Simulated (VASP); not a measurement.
# Ta7AlO19 (a cell with a defect) in VASP: single point with PBEsol

Aim: the single point of Ta7AlO19 (a cell with a defect) with PBEsol.

All numbers are computed with VASP 6.6.1; they aren't measurements. Logs are shortened: lines on timing, memory, paths and dates and some standing lists are left out, and cuts for length are marked.

## Step 1: The cell of the first run

The cell holds a defect, 27 atoms: a = 12.505 Å, b = 6.727 Å, c = 13.272 Å, α = 68.64°, β = 30.07°, γ = 81.29°.

## Step 2: Single point, PBEsol

Contents of INCAR:

```
SYSTEM = Ta7AlO19
ALGO = Normal ; EDIFF = 1E-6
ENCUT = 520 ; GGA = PS
GGA_COMPAT = .FALSE. ; ISIF = 2
ISMEAR = -1 ; LASPH = .TRUE.
LCHARG = .TRUE. ; LELF = .TRUE.
LREAL = .FALSE. ; LVHAR = .TRUE.
LWAVE = .FALSE. ; NBANDS = 116
NELM = 120 ; PREC = Accurate
SIGMA = 0.01
```

Contents of KPOINTS:

```
Automatic mesh
0
Gamma
  2 2 2
  0.5 0.5 0.5
```

Contents of POSCAR:

```
Ta7AlO19
1.0
    0.0000000000     11.9846651819      3.5696847681
    5.7020527302      0.0000000000      3.5696847681
    5.7020527302     11.9846651819      0.0000000000
Ta Al O
7 1 19
Direct
    0.1197202033      0.3792148250      0.7571573622
    0.6134783021      0.8853557739      0.2422712262
    0.8952138670      0.6052564686      0.2468048190
    0.2527689784      0.2467650228      0.4078042482
    0.7596841804      0.7398491813      0.8804343798
    0.2285779639      0.2722978337      0.1415885393
    0.7356169752      0.7652457330      0.6023057639
    0.4246078552      0.0751821312      0.7002990343
    0.3226528017      0.6818588607      0.5651325407
    0.8176668411      0.1765481595      0.0702908257
    0.1915445435      0.8027510209      0.9296775014
    0.6963368510      0.3088604661      0.4253498200
    0.4390423747      0.5593096755      0.1781245406
    0.9401703657      0.0605789179      0.6776774222
    0.0555632367      0.9781222786      0.2906390838
    0.5237216184      0.4444994362      0.8239827193
    0.4266146638      0.0755323266      0.3150814232
    0.9294753881      0.5707202212      0.8064623709
    0.0526552088      0.4460897545      0.2428968313
    0.5599120051      0.9381392772      0.7070265322
    0.2008006634      0.2994715974      0.5819901692
    0.6879593313      0.8116217451      0.0702616361
    0.7831761276      0.7160184631      0.4278367217
    0.2611797626      0.2377292805      0.7545747238
    0.7632229440      0.7369876551      0.2280212559
    0.2669661404      0.2305449479      0.2503052722
    0.7648439410      0.7364690700      0.7283537407
```

Potentials or basis: VASP PAW PBE potentials, release 64 (Ta_pv, Al, O).

Run with:

```console
> cat potpaw_PBE.64/Ta_pv/POTCAR potpaw_PBE.64/Al/POTCAR potpaw_PBE.64/O/POTCAR > POTCAR
> mpirun -np 1 vasp_std > vasp.out
```

OUTCAR:

```text
SYSTEM = Ta7AlO19
   EDIFF = 1E-6
   ENCUT = 520
   GGA = PS
   ISIF = 2
   ISMEAR = -1
   LASPH = .TRUE.
   LREAL = .FALSE.
   NELM = 120
   PREC = Accurate

 ion  position               nearest neighbor table
   1  0.120  0.379  0.757-  21 1.84  24 1.86  10 1.91   9 1.92  18 2.18   2 3.58   2 3.58
   2  0.613  0.885  0.242-  22 1.82  25 1.87   9 1.93  10 1.93  17 2.03   1 3.58   1 3.58
   3  0.895  0.605  0.247-  23 1.86  11 1.91  12 1.91  25 1.92  19 2.06
   4  0.253  0.247  0.408-  17 1.79  14 1.91  13 1.91  21 1.95  26 1.98   5 3.58   5 3.58
   5  0.760  0.740  0.880-  18 1.80  13 1.93  14 1.93  27 1.97  22 2.06   4 3.58   4 3.58
   6  0.229  0.272  0.142-  26 1.80  19 1.81  16 1.88  15 1.88   7 3.60   7 3.60
   7  0.736  0.765  0.602-  20 1.80  27 1.94  23 1.99  15 1.99  16 1.99   8 3.45   6 3.60   6 3.60

   8  0.425  0.075  0.700-  24 1.80  12 1.82  11 1.82  20 1.86   7 3.45
   9  0.323  0.682  0.565-   1 1.92   2 1.93
  10  0.818  0.177  0.070-   1 1.91   2 1.93
  11  0.192  0.803  0.930-   8 1.82   3 1.91
  12  0.696  0.309  0.425-   8 1.82   3 1.91
  13  0.439  0.559  0.178-   4 1.91   5 1.93
  14  0.940  0.061  0.678-   4 1.91   5 1.93
[... 11 lines left out ...]
  26  0.267  0.231  0.250-   6 1.80   4 1.98
  27  0.765  0.736  0.728-   7 1.94   5 1.97

  LATTYP: Found a face centered orthorhombic cell.
 ALAT       =     7.1393695362
 B/A-ratio  =     1.5973546967
 C/A-ratio  =     3.3573455250

  Lattice vectors:

 A1 = (   5.7020527302,  11.9846651819,   0.0000000000)
 A2 = (   0.0000000000,  11.9846651819,   3.5696847681)
 A3 = (   5.7020527302,   0.0000000000,   3.5696847681)

Analysis of symmetry for initial positions (statically):
=====================================================================
 Subroutine PRICEL returns:
 Original cell was already a primitive cell.

 Routine SETGRP: Setting up the symmetry group for a
 face centered orthorhombic supercell.

 Subroutine GETGRP returns: Found  1 space group operations
 (whereof  1 operations were pure point group operations)
 out of a pool of  8 trial point group operations.

The static configuration has the point symmetry C_1 .

Analysis of symmetry for dynamics (positions and initial velocities):
=====================================================================
 Subroutine PRICEL returns:
 Original cell was already a primitive cell.

 Routine SETGRP: Setting up the symmetry group for a
 face centered orthorhombic supercell.

 Subroutine GETGRP returns: Found  1 space group operations
 (whereof  1 operations were pure point group operations)
 out of a pool of  8 trial point group operations.

The dynamic configuration has the point symmetry C_1 .

 Subroutine INISYM returns: Found  1 space group operations
 (whereof  1 operations are pure point group operations),
 and found     1 'primitive' translations

----------------------------------------------------------------------------------------

                                     Primitive cell

  volume of cell :     487.8845

  direct lattice vectors                    reciprocal lattice vectors
     0.000000000 11.984665182  3.569684768    -0.087687719  0.041719981  0.140068390
     5.702052730  0.000000000  3.569684768     0.087687719 -0.041719981  0.140068390
     5.702052730 11.984665182  0.000000000     0.087687719  0.041719981 -0.140068390

  length of vectors
    12.504992957  6.727262049 13.271985717     0.170437223  0.170437223  0.170437223

  position of ions in fractional coordinates (direct lattice)
     0.119720203  0.379214825  0.757157362
     0.613478302  0.885355774  0.242271226
     0.895213867  0.605256469  0.246804819
     0.252768978  0.246765023  0.407804248
     0.759684180  0.739849181  0.880434380
     0.228577964  0.272297834  0.141588539
[... 19 lines left out ...]
     0.266966140  0.230544948  0.250305272
     0.764843941  0.736469070  0.728353741

  ion indices of the primitive-cell ions
   primitive index   ion index
                 1           1
                 2           2
                 3           3
                 4           4
                 5           5
                 6           6
[... 19 lines left out ...]
                26          26
                27          27

----------------------------------------------------------------------------------------

 KPOINTS: Automatic mesh

Automatic generation of k-mesh.
 Grid dimensions read from file:
 generate k-points for:    2    2    2

 Generating k-lattice:

  Cartesian coordinates                     Fractional coordinates (reciprocal lattice)
    -0.043843860  0.020859990  0.070034195     0.500000000 -0.000000000  0.000000000
     0.043843860 -0.020859990  0.070034195    -0.000000000  0.500000000  0.000000000
     0.043843860  0.020859990 -0.070034195     0.000000000  0.000000000  0.500000000

  Length of vectors
     0.085218611  0.085218611  0.085218611

  Shift w.r.t. Gamma in fractional coordinates (k-lattice)
     0.500000000  0.500000000  0.500000000

 Subroutine IBZKPT returns following result:
 ===========================================

 Found     16 irreducible k-points:

 Following reciprocal coordinates:
            Coordinates               Weight
  0.250000  0.250000  0.250000      2.000000
 -0.000000 -0.000000 -0.250000      2.000000
 -0.250000  0.000000  0.000000      2.000000
  0.000000 -0.250000  0.000000      2.000000
 -0.250000  0.250000  0.250000      2.000000
  0.000000  0.500000 -0.250000      2.000000
[... 8 lines left out ...]
  0.250000  0.500000  0.000000      2.000000
  0.500000  0.250000  0.000000      2.000000
   k-points           NKPTS =     16   k-points in BZ     NKDIM =     16   number of bands    NBANDS=    116
   number of dos      NEDOS =    301   number of ions     NIONS =     27
   total plane-waves  NPLWV = 480000
   dimension x,y,z NGX =    96 NGY =   50 NGZ =  100
   dimension x,y,z NGXF=   192 NGYF=  100 NGZF=  200
   ions per type =               7   1  19
   NGX,Y,Z   is equivalent  to a cutoff of  12.76, 12.36, 12.53 a.u.
   NGXF,Y,Z  is equivalent  to a cutoff of  25.53, 24.71, 25.05 a.u.
 SYSTEM =  Ta7AlO19
   PREC   = accura    normal or accurate (medium, high low for compatibility)
   ISTART =      0    job   : 0-new  1-cont  2-samecut
   ICHARG =      2    charge: 1-file 2-atom 10-const
   ISPIN  =      1    spin polarized calculation?
   LNONCOLLINEAR =      F non collinear calculations
   LSORBIT =      F    spin-orbit coupling
   LASPH  =      T    aspherical Exc in radial PAW
   ENCUT  =  520.0 eV  38.22 Ry    6.18 a.u.  23.25 12.51 24.68*2*pi/ulx,y,z
   NELM   =    120;   NELMIN=  2; NELMDL= -5     # of ELM steps
   EDIFF  = 0.1E-05   stopping-criterion for ELM
   LREAL  =      F    real-space projection
   EDIFFG = 0.1E-04   stopping-criterion for IOM
   NSW    =      0    number of steps for IOM
   IBRION =     -1    ionic relax: 0-MD 1-quasi-New 2-CG
   NFREE  =      0    steps in history (QN), initial steepest desc. (CG)
   ISIF   =      2    stress and relaxation
   ISYM   =      2    0-nonsym 1-usesym 2-fastsym
   POTIM  = 0.5000    time-step for ionic-motion
   TEBEG  =    0.0;   TEEND  =   0.0 temperature during run
   PSTRESS=    0.0 pullay stress
   NELECT =     194.0000    total number of electrons
   NUPDOWN=      -1.0000    fix difference up-down
   EMIN   =  10.00;   EMAX   =-10.00  energy-range for DOS
   EFERMI =   0.00;   METHOD = LEGACY
   ISMEAR =    -1;   SIGMA  =   0.01  broadening in eV -4-tet -1-fermi 0-gaus
   EFERMI_NEDOS =   21; number of points for ismear=-14 and -15
   IALGO  =     38    algorithm
   IMIX   =      4    mixing-type and parameters
     AMIX     =   0.40;   BMIX     =  1.00
     AMIX_MAG =   1.60;   BMIX_MAG =  1.00
  volume/ion in A,a.u.               =      18.07       121.94
  Fermi-wavevector in a.u.,A,eV,Ry     =   1.203843  2.274933 19.718070  1.449237
  Thomas-Fermi vector in A             =   2.339585
   LORBIT       =      0    0 simple, 1 ext, 2 COOP (PROOUT), +10 PAW based schemes
   GGA     = PS    functional components
   LHFCALC =     F    Hartree Fock is set to
   AEXX    =    0.0000 exact exchange contribution
   IVDW    =     0    specifies the selected vdW correction
   LEPSILON=     F    determine dielectric tensor
   LRPA    =     F    only Hartree local field effects (RPA)
 non-spin polarized calculation
  energy-cutoff  :      520.00
  volume of cell :      487.88
 maximum number of plane-waves:     13140
 NGX is ok and might be reduce to    96
   NGX = 47   NGY = 25   NGZ = 49

 number of electron     193.9999993 magnetization

 Free energy of the ion-electron system (eV)
  ---------------------------------------------------
  ext. energy  EPLUGINS =         0.00000000
  ---------------------------------------------------
  free energy    TOTEN  =      -263.47858317 eV

  energy without entropy =     -263.47858317  energy(sigma->0) =     -263.47858317

 E-fermi :  -0.3750     XC(G=0):  -8.4216

 val. band max:       -0.6177626316   @ k =   0.5000  -0.0000  -0.2500
 cond. band min:       2.4239658191   @ k =   0.5000   0.2500   0.0000
 fundamental gap:      3.0417284507
 Fermi energy:        -0.3750040555

 k-point     1 :       0.2500    0.2500    0.2500
  band No.  band energies     occupation
      1     -35.2698      2.00000
      2     -35.1901      2.00000
      3     -35.0797      2.00000
      4     -35.0703      2.00000
      5     -35.0478      2.00000
      6     -35.0382      2.00000
[... 101 lines left out ...]
    108       3.9825      0.00000
    109       4.1351      0.00000

 k-point     2 :      -0.0000   -0.0000   -0.2500
  band No.  band energies     occupation
      1     -35.2698      2.00000
      2     -35.1901      2.00000
      3     -35.0797      2.00000
      4     -35.0703      2.00000
      5     -35.0478      2.00000
      6     -35.0382      2.00000
[... 1560 lines left out ...]
 k-point    16 :       0.5000    0.2500    0.0000
  band No.  band energies     occupation
      1     -35.2698      2.00000
      2     -35.1901      2.00000
      3     -35.0799      2.00000
      4     -35.0703      2.00000
      5     -35.0477      2.00000
      6     -35.0385      2.00000
[... 101 lines left out ...]
    108       4.1252      0.00000
    109       4.2245      0.00000
 [bands above 109 left out]

------------------------ aborting loop because EDIFF is reached ----------------------------------------

  FORCE on cell =-STRESS in cart. coord.  units (eV):
  Direction    XX          YY          ZZ          XY          YZ          ZX
  --------------------------------------------------------------------------------------
  -------------------------------------------------------------------------------------
  Total        2.2712264      1.7086254     -9.0169181     -1.2860412      0.1049269      0.0110184
  in kB        7.4585433      5.6110024    -29.6109070     -4.2232662      0.3445725      0.0361835
  external PRESSURE =      -5.5137871 kB  Pullay stress =       0.0000000 kB

 VOLUME and BASIS-vectors are now :
 -----------------------------------------------------------------------------
  energy-cutoff  :      520.00
  volume of cell :      487.88
      direct lattice vectors                 reciprocal lattice vectors
     0.000000000 11.984665182  3.569684768    -0.087687719  0.041719981  0.140068390
     5.702052730  0.000000000  3.569684768     0.087687719 -0.041719981  0.140068390
     5.702052730 11.984665182  0.000000000     0.087687719  0.041719981 -0.140068390

 POSITION                                       TOTAL-FORCE (eV/Angst)
 -----------------------------------------------------------------------------------
      6.47965     10.50908      1.78104         0.147482     -0.019619      0.019275
      6.42979     10.25587      5.35037         0.118999      0.049628      0.043303
      4.85850     13.68671      5.35621        -0.110042     -0.065655     -0.046806
      3.73239      7.91675      1.78318         0.111764     -0.173163      0.025849
      9.23894     19.65627      5.35286         0.130632     -0.151176      0.024705
      2.36000      4.43632      1.78797        -0.179766     -0.016089     -0.058585
[... 19 lines left out ...]
      2.74183      6.19932      1.77596         0.032263      0.176787      0.005541
      8.35250     17.89547      5.35921        -0.007441      0.026205      0.006408
 -----------------------------------------------------------------------------------
    total drift:                                0.000520     -0.001517      0.001341

  FREE ENERGIE OF THE ION-ELECTRON SYSTEM (eV)
  ---------------------------------------------------
  free  energy   TOTEN  =      -263.4785831697 eV

  energy  without entropy=     -263.4785831696  energy(sigma->0) =     -263.47858317
```

Wall time 72 min (1 thread of Intel Xeon 8259CL, shared host); peak memory 1.3 GiB.

Results:

- Free energy: -263.4786 eV
- Pressure: -0.6 GPa
- Largest force: 0.298 eV/Å
- Band gap on the k mesh: 3.04 eV

Forces on the atoms (eV/Å):
```
Ta   0.147 -0.020  0.019
Ta   0.119  0.050  0.043
Ta  -0.110 -0.066 -0.047
Ta   0.112 -0.173  0.026
Ta   0.131 -0.151  0.025
Ta  -0.180 -0.016 -0.059
Ta  -0.174  0.155 -0.014
Al   0.010  0.024 -0.012
O    0.090  0.015  0.007
O    0.089  0.008 -0.030
O   -0.036 -0.009  0.115
O   -0.062 -0.026 -0.108
O    0.083 -0.011  0.002
O    0.068 -0.019 -0.024
O   -0.069 -0.025 -0.058
O   -0.070 -0.059  0.092
O   -0.178  0.112 -0.029
O   -0.187  0.165 -0.013
O    0.222 -0.084  0.036
O    0.248 -0.163  0.026
O   -0.094 -0.027 -0.005
O   -0.137 -0.120 -0.023
O    0.079  0.061  0.015
O   -0.086  0.150  0.010
O   -0.039  0.026 -0.006
O    0.032  0.177  0.006
O   -0.007  0.026  0.006
```

Levels at points of the mesh, in eV from the valence-band top:
| k point | band 93 | band 94 | band 95 | band 96 | band 97 | band 98 | band 99 | band 100 | band 101 | band 102 |
| --- | --- | --- | --- | --- | --- | --- | --- | --- | --- | --- |
| (0.25, 0.25, 0.25) | -0.88 | -0.78 | -0.71 | -0.41 | 0.00 | 3.10 | 3.27 | 3.71 | 3.88 | 3.91 |

Caveat: the PAW data sets were made with another functional, which shifts forces and pressure a little; spin-orbit coupling is left out, which moves the levels of the heavy elements.
